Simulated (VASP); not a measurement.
# Ge in VASP: a series of runs, part 2 of 2

VASP 6.6.1. Earlier steps stand in the parts before.

**3. Single point, PBEsol (the cell strained at random)**

Input file INCAR:

```
SYSTEM = Ge
PREC     = Accurate       ! precision mode
ENCUT    = 520            ! plane-wave cutoff, eV
EDIFF    = 1E-6           ! SCF threshold, eV
ISMEAR   = -1             ! smearing method
SIGMA    = 0.05           ! smearing width, eV
LREAL    = .FALSE.        ! projectors in reciprocal space
LASPH    = .TRUE.         ! aspherical terms in the spheres
NELM     = 60             ! most SCF steps
ALGO     = Normal         ! electronic algorithm
ISIF     = 2              ! what is computed and relaxed
LWAVE    = .FALSE.        ! write WAVECAR
LCHARG   = .TRUE.         ! write CHGCAR
GGA      = PS             ! functional
LELF     = .TRUE.         ! ELF
LVHAR    = .TRUE.       
NBANDS   = 13             ! bands
```

Input file KPOINTS:

```
regular mesh
0
G
  11 11 10
  0 0 0
```

Input file POSCAR:

```
Ge
1.0
    1.3670230000     -2.6325480000      0.0133260000
    1.3600710000      2.6288130000      0.0077580000
    0.0203590000     -0.0028880000      2.7331880000
Ge
1
Direct
    0.5176120000      0.5148350000     -0.0070280000
```

Potentials or basis: VASP PAW PBE potentials, release 64 (Ge_d).

Started as:

```bash
$ cat potpaw_PBE.64/Ge_d/POTCAR > POTCAR
$ mpirun -np 1 vasp_std > vasp.out
```

OUTCAR:

```text
SYSTEM = Ge
   PREC = Accurate
   ENCUT = 520
   EDIFF = 1E-6
   ISMEAR = -1
   LREAL = .FALSE.
   LASPH = .TRUE.
   NELM = 60
   ISIF = 2
   GGA = PS

 ion  position               nearest neighbor table
   1  0.518  0.515  0.993-

  LATTYP: Found a triclinic cell.
 ALAT       =     6.1963513777
 B/A-ratio  =     0.6183800020
 C/A-ratio  =     1.0543042219
 COS(alpha) =     0.0016543665
 COS(beta)  =     0.6214728920
 COS(gamma) =     0.7741971024

  Lattice vectors:

 A1 = (   1.3263050000,  -2.6267720000,  -5.4530500000)
 A2 = (   2.7067350000,  -0.0008470000,  -2.7121040000)
 A3 = (  -2.7405010000,  -5.2547380000,  -2.7487040000)

Analysis of symmetry for initial positions (statically):
=====================================================================
 Subroutine PRICEL returns:
 Original cell was already a primitive cell.

 Routine SETGRP: Setting up the symmetry group for a
 triclinic supercell.

 Subroutine GETGRP returns: Found  2 space group operations
 (whereof  1 operations were pure point group operations)
 out of a pool of  2 trial point group operations.

The static configuration has the point symmetry C_1 .
 The point group associated with its full space group is S_2 .

Analysis of symmetry for dynamics (positions and initial velocities):
=====================================================================
 Subroutine PRICEL returns:
 Original cell was already a primitive cell.

 Routine SETGRP: Setting up the symmetry group for a
 triclinic supercell.

 Subroutine GETGRP returns: Found  2 space group operations
 (whereof  1 operations were pure point group operations)
 out of a pool of  2 trial point group operations.

The dynamic configuration has the point symmetry C_1 .
 The point group associated with its full space group is S_2 .

 Subroutine INISYM returns: Found  2 space group operations
 (whereof  1 operations are pure point group operations),
 and found     1 'primitive' translations

----------------------------------------------------------------------------------------

                                     Primitive cell

  volume of cell :      19.6070

  direct lattice vectors                    reciprocal lattice vectors
     1.367023000 -2.632548000  0.013326000     0.366453698 -0.189583784 -0.002929966
     1.360071000  2.628813000  0.007758000     0.366971245  0.190547101 -0.002532159
     0.020359000 -0.002888000  2.733188000    -0.002828318  0.000383482  0.365894585

  length of vectors
     2.966351031  2.959816059  2.733265350     0.412600180  0.413500308  0.365905717

  position of ions in fractional coordinates (direct lattice)
     0.517612000  0.514835000  0.992972000

  ion indices of the primitive-cell ions
   primitive index   ion index
                 1           1

----------------------------------------------------------------------------------------

 KPOINTS: regular mesh

Automatic generation of k-mesh.
 Grid dimensions read from file:
 generate k-points for:   11   11   10

 Generating k-lattice:

  Cartesian coordinates                     Fractional coordinates (reciprocal lattice)
     0.033313973 -0.017234889 -0.000266361     0.090909091 -0.000000000 -0.000000000
     0.033361022  0.017322464 -0.000230196    -0.000000000  0.090909091  0.000000000
    -0.000282832  0.000038348  0.036589459     0.000000000  0.000000000  0.100000000

  Length of vectors
     0.037509107  0.037590937  0.036590572

  Shift w.r.t. Gamma in fractional coordinates (k-lattice)
     0.000000000  0.000000000  0.000000000

 Subroutine IBZKPT returns following result:
 ===========================================

 Found    606 irreducible k-points:

 Following reciprocal coordinates:
            Coordinates               Weight
  0.000000  0.000000  0.000000      1.000000
  0.090909  0.000000 -0.000000      2.000000
  0.181818 -0.000000  0.000000      2.000000
  0.272727 -0.000000  0.000000      2.000000
  0.363636  0.000000  0.000000      2.000000
  0.454545  0.000000  0.000000      2.000000
[... 16 lines left out ...]
  0.454545  0.181818  0.000000      2.000000
 -0.454545  0.181818  0.000000      2.000000
 [... further k-points ...]
   k-points           NKPTS =    606   k-points in BZ     NKDIM =    606   number of bands    NBANDS=     13
   number of dos      NEDOS =    301   number of ions     NIONS =      1
   total plane-waves  NPLWV =  11520
   dimension x,y,z NGX =    24 NGY =   24 NGZ =   20
   dimension x,y,z NGXF=    48 NGYF=   48 NGZF=   40
   ions per type =               1
   NGX,Y,Z   is equivalent  to a cutoff of  13.45, 13.48, 12.16 a.u.
   NGXF,Y,Z  is equivalent  to a cutoff of  26.90, 26.96, 24.33 a.u.
 SYSTEM =  Ge
   PREC   = accura    normal or accurate (medium, high low for compatibility)
   ISTART =      0    job   : 0-new  1-cont  2-samecut
   ICHARG =      2    charge: 1-file 2-atom 10-const
   ISPIN  =      1    spin polarized calculation?
   LNONCOLLINEAR =      F non collinear calculations
   LSORBIT =      F    spin-orbit coupling
   LASPH  =      T    aspherical Exc in radial PAW
   ENCUT  =  520.0 eV  38.22 Ry    6.18 a.u.   5.52  5.50  5.08*2*pi/ulx,y,z
   NELM   =     60;   NELMIN=  2; NELMDL= -5     # of ELM steps
   EDIFF  = 0.1E-05   stopping-criterion for ELM
   LREAL  =      F    real-space projection
   EDIFFG = 0.1E-04   stopping-criterion for IOM
   NSW    =      0    number of steps for IOM
   IBRION =     -1    ionic relax: 0-MD 1-quasi-New 2-CG
   NFREE  =      0    steps in history (QN), initial steepest desc. (CG)
   ISIF   =      2    stress and relaxation
   ISYM   =      2    0-nonsym 1-usesym 2-fastsym
   POTIM  = 0.5000    time-step for ionic-motion
   TEBEG  =    0.0;   TEEND  =   0.0 temperature during run
   PSTRESS=    0.0 pullay stress
   NELECT =      14.0000    total number of electrons
   NUPDOWN=      -1.0000    fix difference up-down
   EMIN   =  10.00;   EMAX   =-10.00  energy-range for DOS
   EFERMI =   0.00;   METHOD = LEGACY
   ISMEAR =    -1;   SIGMA  =   0.05  broadening in eV -4-tet -1-fermi 0-gaus
   EFERMI_NEDOS =   21; number of points for ismear=-14 and -15
   IALGO  =     38    algorithm
   IMIX   =      4    mixing-type and parameters
     AMIX     =   0.40;   BMIX     =  1.00
     AMIX_MAG =   1.60;   BMIX_MAG =  1.00
  volume/ion in A,a.u.               =      19.61       132.31
  Fermi-wavevector in a.u.,A,eV,Ry     =   1.463234  2.765111 29.130793  2.141053
  Thomas-Fermi vector in A             =   2.579353
   LORBIT       =      0    0 simple, 1 ext, 2 COOP (PROOUT), +10 PAW based schemes
   GGA     = PS    functional components
   LHFCALC =     F    Hartree Fock is set to
   AEXX    =    0.0000 exact exchange contribution
   IVDW    =     0    specifies the selected vdW correction
   LEPSILON=     F    determine dielectric tensor
   LRPA    =     F    only Hartree local field effects (RPA)
 non-spin polarized calculation
  energy-cutoff  :      520.00
  volume of cell :       19.61
 maximum number of plane-waves:       539
 NGX is ok and might be reduce to    24
   NGX = 11   NGY = 11   NGZ = 11

 number of electron      13.9999998 magnetization

 Free energy of the ion-electron system (eV)
  ---------------------------------------------------
  ext. energy  EPLUGINS =         0.00000000
  ---------------------------------------------------
  free energy    TOTEN  =        -4.71996411 eV

  energy without entropy =       -4.71554549  energy(sigma->0) =       -4.71775480

 E-fermi :   6.0496     XC(G=0): -11.1835

 val. band max:        6.0345271094   @ k =  -0.4545  -0.2727   0.4000
 cond. band min:       6.0578083949   @ k =  -0.4545   0.0909   0.5000
 fundamental gap:      0.0232812855
 Fermi energy:         6.0496276832

 k-point     1 :       0.0000    0.0000    0.0000
  band No.  band energies     occupation
      1     -18.5831      2.00000
      2     -18.5411      2.00000
      3     -18.4620      2.00000
      4     -18.3799      2.00000
      5     -18.3500      2.00000
      6      -6.8125      2.00000
      7      12.2297      0.00000
      8      12.9675      0.00000
      9      15.4317      0.00000
     10      15.9001      0.00000
     11      18.0129      0.00000
     12      21.5293      0.00000
     13      21.9369      0.00000
[... 353 lines left out ...]
 k-point    24 :      -0.4545    0.1818    0.0000
  band No.  band energies     occupation
      1     -18.5286      2.00000
      2     -18.4863      2.00000
      3     -18.4208      2.00000
      4     -18.4055      2.00000
      5     -18.3847      2.00000
      6      -3.3064      2.00000
      7       4.4350      2.00000
      8       6.0600      0.89704
      9      15.2888      0.00000
     10      19.1266      0.00000
     11      20.2050      0.00000
     12      24.8497      0.00000
     13      25.9524      0.00000

 [... further k-points ...]
[... 5 lines left out ...]
  --------------------------------------------------------------------------------------
  -------------------------------------------------------------------------------------
  Total        0.0214410     -0.6019166     -0.8063534     -0.0109206      0.0091514     -0.0383387
  in kB        1.7520414    -49.1853134    -65.8907693     -0.8923736      0.7477997     -3.1328308
  external PRESSURE =     -37.7746804 kB  Pullay stress =       0.0000000 kB

 VOLUME and BASIS-vectors are now :
 -----------------------------------------------------------------------------
  energy-cutoff  :      520.00
  volume of cell :       19.61
      direct lattice vectors                 reciprocal lattice vectors
     1.367023000 -2.632548000  0.013326000     0.366453698 -0.189583784 -0.002929966
     1.360071000  2.628813000  0.007758000     0.366971245  0.190547101 -0.002532159
     0.020359000 -0.002888000  2.733188000    -0.002828318  0.000383482  0.365894585

 POSITION                                       TOTAL-FORCE (eV/Angst)
 -----------------------------------------------------------------------------------
      1.42802     -0.01210      2.72487         0.000000     -0.000000      0.000000
 -----------------------------------------------------------------------------------
    total drift:                                0.000048     -0.000050      0.000347

  FREE ENERGIE OF THE ION-ELECTRON SYSTEM (eV)
  ---------------------------------------------------
  free  energy   TOTEN  =        -4.7199641061 eV

  energy  without entropy=       -4.7155454918  energy(sigma->0) =       -4.71775480
```

It took 37 s on 1 thread of Intel Xeon Platinum 8559C (Emerald Rapids), shared host; peak memory 0.24 GiB.

Results:

| Quantity | Value |
| --- | --- |
| Free energy | -4.7200 eV |
| Pressure | -3.8 GPa |
| Band gap on the k mesh | zero (band 7 reaches 12.28 eV, above the bottom of band 8 at 3.67 eV) |

Caveat: the cell differs from its parent crystal (the cell strained at random); the PAW data sets were made with another functional, which shifts forces and pressure a little.
